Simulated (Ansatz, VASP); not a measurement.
# Two plane-wave programs on InAs

Contents of INCAR:

```
ALGO = Normal
EDIFF = 1E-6
EDIFFG = -0.001
ENCUT = 600
GGA = PS
IBRION = 2
ISIF = 3
ISMEAR = -1
LASPH = True
LCHARG = False
LREAL = False
LWAVE = False
NELM = 80
NSW = 80
PREC = Accurate
SIGMA = 0.15
```

KPOINTS

```
k-points
0
Gamma
  12 12 12
```

The input POSCAR:

```
InAs
1.0
    0.0000000000      3.0437329611      3.0437329611
    3.0437329611      0.0000000000      3.0437329611
    3.0437329611      3.0437329611      0.0000000000
In As
1 1
Direct
    0.0000000000      0.0000000000      0.0000000000
    0.7500000000      0.7500000000      0.7500000000
```

Input for Ansatz:

```yaml
crystal:
  lattice:
    - [0.0, 3.0437329627, 3.0437329627]
    - [3.0437329627, 0.0, 3.0437329627]
    - [3.0437329627, 3.0437329627, 0.0]
  atoms:
    - { symbol: In, position: [0.0, 0.0, 0.0] }
    - { symbol: As, position: [0.75, 0.75, 0.75] }
basis:
  ecutwfc: 420
kpoints:
  mp_grid: { grid: [12, 12, 12] }
hamiltonian:
  xc: pbesol
scf:
  occupations: { method: fermi_dirac, width: 0.15 }
output:
  forces: true
  stress: true
  eigenvalues: true
relax:
  adjacent_minimum: "off"
  f_tol: 0.001
  max_steps: 60
  cell: { stress_tol: 0.01 }
```

Alike in both runs: task relaxation of cell and atoms; functional PBEsol; k mesh 12 × 12 × 12; occupations fermi-dirac, width 0.15 eV; no spin polarisation.

|  | VASP | Ansatz |
| --- | --- | --- |
| version | VASP 6.6.1 | Ansatz 0.2.0 |
| potentials or method | VASP PAW PBE potentials, release 64 (In_d, As), cutoff 600 eV | scalar-relativistic, plane waves, PAW |
| valence electrons in the cell | 18 | 28 |

VASP gave:

| Property | Result |
| --- | --- |
| gap on the k mesh at the Fermi level, each at its own relaxed structure (eV) | none |
| relaxed volume (Å³/atom) | 28.26 |
| relaxed cell length with the largest relative difference (Å) | 4.307 |

Problem. Estimate Ansatz's values.

Solution. gap on the k mesh at the Fermi level, each at its own relaxed structure (eV): none; relaxed volume (Å³/atom): 28.20; relaxed cell length with the largest relative difference (Å): 4.304.

VASP's potentials were made for PBE, not for PBEsol. A gap of «none» marks a metal or a gap that the smearing closes. VASP's potentials hold 18 valence electrons a cell and Ansatz's 28, so a difference there can come from the potentials and not from the codes.
